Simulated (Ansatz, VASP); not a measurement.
# One calculation of CuO, two programs

```
Cu O
1.0
     0.00000   -2.11656   -2.11656
    -2.11656    0.00000   -2.11656
     2.11656    2.11656   -4.23312
Cu O
2 2
Direct
  0.50389 0.47699 0.48801
  0.00389 0.97699 0.98801
  0.74611 0.77301 0.76199
  0.24611 0.27301 0.26199
```

Alike in both runs: task relaxation of cell and atoms; functional PBE; k mesh 10 × 10 × 6; occupations fermi-dirac, width 0.05 eV; no spin polarisation.

|  | VASP | Ansatz |
| --- | --- | --- |
| version | VASP 6.6.1 | Ansatz 0.2.0 |
| potentials or method | VASP PAW PBE potentials, release 64 (Cu, O) | Ansatz PAW earlier set |
| plane-wave cutoff (eV) | 600 | 930 |
| valence electrons in the cell | 34 | 50 |

```tsv
	VASP	Ansatz	Ansatz less VASP
gap on the k mesh at the Fermi level, each at its own relaxed structure (eV)	none	none	-
relaxed volume (Å³/atom)	9.57	9.56	-0.012
relaxed length of the cell vector where the two differ most in proportion (Å)	3.005	2.998	-0.0066
```

A gap of «none» marks a metal or a gap that the smearing closes. VASP's potentials hold 34 valence electrons a cell and Ansatz's 50, so a difference there can come from the potentials and not from the codes.

Noted on Ansatz's run: the plane-wave basis is chosen anew once the cell has moved, so the energies of steps on either side of that aren't comparable.
